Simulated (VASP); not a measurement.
# SrAgO3 (Pm-3m) in VASP: single point with LDA

Aim: the single point of SrAgO3 with LDA.

Program: VASP 6.6.1. These are calculated values, not measurements. Logs are shortened: lines on timing, memory, paths and dates and some standing lists are left out, and cuts for length are marked.

### 1 The cell of the first run

It takes space group Pm-3m (No. 221, cubic). Conventional cell: a = 4.110 Å, b = 4.110 Å, c = 4.110 Å, α = 90.00°, β = 90.00°, γ = 90.00°. Sr (site symmetry m-3m) has 12 O at 2.91 Å and 8 Ag at 3.56 Å within 3.8 Å. Ag (site symmetry m-3m) has 6 O at 2.06 Å within 2.7 Å. O (site symmetry 4/mmm) has 2 Ag at 2.06 Å within 2.7 Å.

### 2 Single point, LDA

INCAR reads:

```
SYSTEM = SrAgO3
PREC = Accurate
ENCUT = 520
EDIFF = 1E-6
ISMEAR = 1
SIGMA = 0.1
LREAL = .False.
LASPH = .True.
NELM = 80
ALGO = Normal
ISIF = 2
LWAVE = .False.
LCHARG = .False.
GGA = CA
NBANDS = 28
```

KPOINTS reads:

```
regular mesh
0
Gamma
  6 6 6
  0 0 0
```

POSCAR reads:

```
SrAgO3
1.0
    4.1102480000      0.0000000000      0.0000000000
    0.0000000000      4.1102480000      0.0000000000
    0.0000000000      0.0000000000      4.1102480000
Sr Ag O
1 1 3
Direct
    0.0000000000      0.0000000000      0.0000000000
    0.5000000000      0.5000000000      0.5000000000
    0.5000000000      0.5000000000      0.0000000000
    0.5000000000      0.0000000000      0.5000000000
    0.0000000000      0.5000000000      0.5000000000
```

Potentials or basis: VASP PAW LDA potentials, release 64 (Sr_sv, Ag, O).

Command:

```console
$ cat potpaw_LDA.64/Sr_sv/POTCAR potpaw_LDA.64/Ag/POTCAR potpaw_LDA.64/O/POTCAR > POTCAR
$ mpirun -np 1 vasp_std > vasp.out
```

OUTCAR:

```text
SYSTEM = SrAgO3
   PREC = Accurate
   ENCUT = 520
   EDIFF = 1E-6
   ISMEAR = 1
   LREAL = .False.
   LASPH = .True.
   NELM = 80
   ISIF = 2
   GGA = CA

 ion  position               nearest neighbor table
   1  0.000  0.000  0.000-   3 2.91   4 2.91   5 2.91   4 2.91   5 2.91   3 2.91   5 2.91   5 2.91
                             3 2.91   4 2.91   4 2.91   3 2.91   2 3.56   2 3.56   2 3.56   2 3.56
   2  0.500  0.500  0.500-   3 2.06   4 2.06   5 2.06   3 2.06   4 2.06   5 2.06   1 3.56   1 3.56
                             1 3.56   1 3.56   1 3.56   1 3.56   1 3.56   1 3.56
   3  0.500  0.500  0.000-   2 2.06   2 2.06   1 2.91   1 2.91   1 2.91   1 2.91
   4  0.500  0.000  0.500-   2 2.06   2 2.06   1 2.91   1 2.91   1 2.91   1 2.91
   5  0.000  0.500  0.500-   2 2.06   2 2.06   1 2.91   1 2.91   1 2.91   1 2.91

  LATTYP: Found a simple cubic cell.
 ALAT       =     4.1102480000

  Lattice vectors:

 A1 = (   4.1102480000,   0.0000000000,   0.0000000000)
 A2 = (   0.0000000000,   4.1102480000,   0.0000000000)
 A3 = (   0.0000000000,   0.0000000000,   4.1102480000)

Analysis of symmetry for initial positions (statically):
=====================================================================
 Subroutine PRICEL returns:
 Original cell was already a primitive cell.

 Routine SETGRP: Setting up the symmetry group for a
 simple cubic supercell.

 Subroutine GETGRP returns: Found 48 space group operations
 (whereof 48 operations were pure point group operations)
 out of a pool of 48 trial point group operations.

The static configuration has the point symmetry O_h .

Analysis of symmetry for dynamics (positions and initial velocities):
=====================================================================
 Subroutine PRICEL returns:
 Original cell was already a primitive cell.

 Routine SETGRP: Setting up the symmetry group for a
 simple cubic supercell.

 Subroutine GETGRP returns: Found 48 space group operations
 (whereof 48 operations were pure point group operations)
 out of a pool of 48 trial point group operations.

The dynamic configuration has the point symmetry O_h .

 Subroutine INISYM returns: Found 48 space group operations
 (whereof 48 operations are pure point group operations),
 and found     1 'primitive' translations

[... 91 lines left out ...]
   LSORBIT =      F    spin-orbit coupling
   LASPH  =      T    aspherical Exc in radial PAW
   ENCUT  =  520.0 eV  38.22 Ry    6.18 a.u.   7.64  7.64  7.64*2*pi/ulx,y,z
   NELM   =     80;   NELMIN=  2; NELMDL= -5     # of ELM steps
   EDIFF  = 0.1E-05   stopping-criterion for ELM
   LREAL  =      F    real-space projection
   EDIFFG = 0.1E-04   stopping-criterion for IOM
   NSW    =      0    number of steps for IOM
   IBRION =     -1    ionic relax: 0-MD 1-quasi-New 2-CG
   NFREE  =      0    steps in history (QN), initial steepest desc. (CG)
   ISIF   =      2    stress and relaxation
   ISYM   =      2    0-nonsym 1-usesym 2-fastsym
   POTIM  = 0.5000    time-step for ionic-motion
   TEBEG  =    0.0;   TEEND  =   0.0 temperature during run
   PSTRESS=    0.0 pullay stress
   NELECT =      39.0000    total number of electrons
   NUPDOWN=      -1.0000    fix difference up-down
   EMIN   =  10.00;   EMAX   =-10.00  energy-range for DOS
   EFERMI =   0.00;   METHOD = LEGACY
   ISMEAR =     1;   SIGMA  =   0.10  broadening in eV -4-tet -1-fermi 0-gaus
   EFERMI_NEDOS =   21; number of points for ismear=-14 and -15
   IALGO  =     38    algorithm
   IMIX   =      4    mixing-type and parameters
     AMIX     =   0.40;   BMIX     =  1.00
     AMIX_MAG =   1.60;   BMIX_MAG =  1.00
  volume/ion in A,a.u.               =      13.89        93.72
  Fermi-wavevector in a.u.,A,eV,Ry     =   1.350709  2.552469 24.822657  1.824414
  Thomas-Fermi vector in A             =   2.478191
   LORBIT       =      0    0 simple, 1 ext, 2 COOP (PROOUT), +10 PAW based schemes
   GGA     = CA    functional components
   LHFCALC =     F    Hartree Fock is set to
   AEXX    =    0.0000 exact exchange contribution
   IVDW    =     0    specifies the selected vdW correction
   LEPSILON=     F    determine dielectric tensor
   LRPA    =     F    only Hartree local field effects (RPA)
 non-spin polarized calculation
 Methfessel and Paxton  Order N= 1 SIGMA  =   0.10
  energy-cutoff  :      520.00
  volume of cell :       69.44
 maximum number of plane-waves:      1890
 NGX is ok and might be reduce to    32
   NGX = 15   NGY = 15   NGZ = 15

 number of electron      39.0000019 magnetization

 Free energy of the ion-electron system (eV)
  ---------------------------------------------------
  ext. energy  EPLUGINS =         0.00000000
  ---------------------------------------------------
  free energy    TOTEN  =       -28.22533782 eV

  energy without entropy =      -28.22548407  energy(sigma->0) =      -28.22538657

 E-fermi :   2.5714     XC(G=0): -11.2209

 val. band max:        2.5505612357   @ k =   0.5000   0.5000   0.1667
 cond. band min:       2.5836546131   @ k =   0.5000   0.5000   0.3333
 fundamental gap:      0.0330933773
 Fermi energy:         2.5714191090

 k-point     1 :       0.0000    0.0000    0.0000
  band No.  band energies     occupation
      1     -30.0322      2.00000
      2     -14.4133      2.00000
      3     -13.4955      2.00000
      4     -13.4955      2.00000
      5     -12.0831      2.00000
      6     -12.0831      2.00000
[... 609 lines left out ...]
     27      11.7672      0.00000
     28      15.2047      0.00000

------------------------ aborting loop because EDIFF is reached ----------------------------------------

  FORCE on cell =-STRESS in cart. coord.  units (eV):
  Direction    XX          YY          ZZ          XY          YZ          ZX
  --------------------------------------------------------------------------------------
  -------------------------------------------------------------------------------------
  Total       -5.2863278     -5.2863278     -5.2863278      0.0000000      0.0000000      0.0000000
  in kB     -121.9721251   -121.9721251   -121.9721251      0.0000000      0.0000000      0.0000000
  external PRESSURE =    -121.9721251 kB  Pullay stress =       0.0000000 kB

 VOLUME and BASIS-vectors are now :
 -----------------------------------------------------------------------------
  energy-cutoff  :      520.00
  volume of cell :       69.44
      direct lattice vectors                 reciprocal lattice vectors
     4.110248000  0.000000000  0.000000000     0.243294322  0.000000000  0.000000000
     0.000000000  4.110248000  0.000000000     0.000000000  0.243294322  0.000000000
     0.000000000  0.000000000  4.110248000     0.000000000  0.000000000  0.243294322

 POSITION                                       TOTAL-FORCE (eV/Angst)
 -----------------------------------------------------------------------------------
      0.00000      0.00000      0.00000         0.000000      0.000000      0.000000
      2.05512      2.05512      2.05512         0.000000      0.000000      0.000000
      2.05512      2.05512      0.00000         0.000000      0.000000      0.000000
      2.05512      0.00000      2.05512         0.000000      0.000000      0.000000
      0.00000      2.05512      2.05512         0.000000      0.000000      0.000000
 -----------------------------------------------------------------------------------
    total drift:                                0.000000     -0.000000     -0.000000

  FREE ENERGIE OF THE ION-ELECTRON SYSTEM (eV)
  ---------------------------------------------------
  free  energy   TOTEN  =       -28.2253378227 eV

  energy  without entropy=      -28.2254840674  energy(sigma->0) =      -28.22538657
```

OSZICAR:

```text
N       E                     dE             d eps       ncg     rms          rms(c)
DAV:   1     0.251343993106E+03    0.25134E+03   -0.21138E+04  1120   0.137E+03
DAV:   2    -0.203422237386E+02   -0.27169E+03   -0.26200E+03  1268   0.320E+02
DAV:   3    -0.363592237745E+02   -0.16017E+02   -0.15800E+02  1432   0.776E+01
DAV:   4    -0.367996705022E+02   -0.44045E+00   -0.43944E+00  1636   0.101E+01
DAV:   5    -0.368018457963E+02   -0.21753E-02   -0.21752E-02  1320   0.783E-01    0.265E+01
DAV:   6    -0.308448491234E+02    0.59570E+01   -0.40961E+01  1292   0.599E+01    0.319E+01
DAV:   7    -0.284348512426E+02    0.24100E+01   -0.99278E+00  1188   0.263E+01    0.110E+01
DAV:   8    -0.282637810164E+02    0.17107E+00   -0.13936E+00  1268   0.725E+00    0.504E+00
DAV:   9    -0.282294615386E+02    0.34319E-01   -0.50152E-02  1364   0.162E+00    0.185E+00
DAV:  10    -0.282263889001E+02    0.30726E-02   -0.16997E-02  1384   0.115E+00    0.510E-01
DAV:  11    -0.282257205917E+02    0.66831E-03   -0.58515E-03  1312   0.693E-01    0.380E-01
DAV:  12    -0.282253494866E+02    0.37111E-03   -0.15058E-03  1288   0.397E-01    0.369E-02
DAV:  13    -0.282253418873E+02    0.75993E-05   -0.77271E-05  1276   0.579E-02    0.258E-02
DAV:  14    -0.282253383519E+02    0.35354E-05   -0.98961E-06  1252   0.225E-02    0.587E-03
DAV:  15    -0.282253378227E+02    0.52920E-06   -0.84499E-07   712   0.103E-02
   1 F= -.28225338E+02 E0= -.28225387E+02  d E =0.146245E-03
```

Run time: 26 s. Hardware: 1 thread of AMD EPYC 7R43 (Zen 3), shared host; peak memory 0.14 GiB.

What came out:

```
Free energy : -28.2253 eV
Pressure    : -12.2 GPa
```

Caveat: an odd number of electrons without spin polarisation forces a metal; a magnetic or distorted state may lie lower.
